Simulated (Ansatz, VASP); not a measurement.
# LiF in VASP and in Ansatz

Contents of INCAR:

```
ALGO = Normal
EDIFF = 1E-6
ENCUT = 520
GGA = PE
ISIF = 2
ISMEAR = -1
LASPH = T
LCHARG = F
LREAL = F
LWAVE = F
NBANDS = 12
NELM = 80
PREC = Accurate
SIGMA = 0.03
```

KPOINTS

```
k-points
0
Gamma
  10 10 10
```

POSCAR

```
LiF
1.0
    0.0000000000      1.9535800000      2.0140000000
    1.9535800000      0.0000000000      2.0140000000
    1.9535800000      1.9535800000      0.0000000000
Li F
1 1
Direct
    0.0000000000      0.0000000000      0.0000000000
    0.5000000000      0.5000000000      0.5000000000
```

Input for Ansatz:

```yaml
crystal:
  lattice:
    - [0.0, 1.95358, 2.014]
    - [1.95358, 0.0, 2.014]
    - [1.95358, 1.95358, 0.0]
  atoms:
    - { symbol: Li, position: [0.0, 0.0, 0.0] }
    - { symbol: F, position: [0.5, 0.5, 0.5] }
kpoints:
  mp_grid: { grid: [10, 10, 10] }
  band_path:
    path:
      - [0.0, 0.0, 0.0]
      - [0.0, 0.5, 0.5]
      - [0.25, 0.75, 0.5]
      - [0.0, 0.5, 0.0]
      - [0.0, 0.0, 0.0]
      - [0.5, 0.5, 0.0]
      - [0.3676125, 0.6323875, 0.0]
      - [-0.3676125, 0.3676125, 0.0]
      - [0.0, 0.0, 0.0]
    npoints: 5
scf:
  occupations: { method: fermi_dirac, width: 0.03 }
hamiltonian:
  xc: pbe
  pseudopotentials: { kind: all_electron, lapw: { basis_error: 0.001 } }
output:
  forces: true
  stress: true
  eigenvalues: true
```

Change from the starting cell: equal xx and yy strain of -3 %.

Alike in both runs: task single point; functional PBE; k mesh 10 × 10 × 10; occupations fermi-dirac, width 0.03 eV; no spin polarisation.

```csv
,VASP,Ansatz
version,VASP 6.6.1,Ansatz 0.2.0
potentials or method,"VASP PAW PBE potentials, release 64 (Li_sv, F), cutoff 520 eV","all-electron LAPW, scalar-relativistic"
```

|  | VASP | Ansatz | Ansatz less VASP |
| --- | --- | --- | --- |
| gap on the k mesh at the Fermi level (eV) | 9.60 | 9.58 | -0.024 |

Ansatz ran all-electron here, and VASP with PAW potentials.

Noted on VASP's run: the cutoff is under 1.25 times that of the potentials, so the pressure is a little rough.
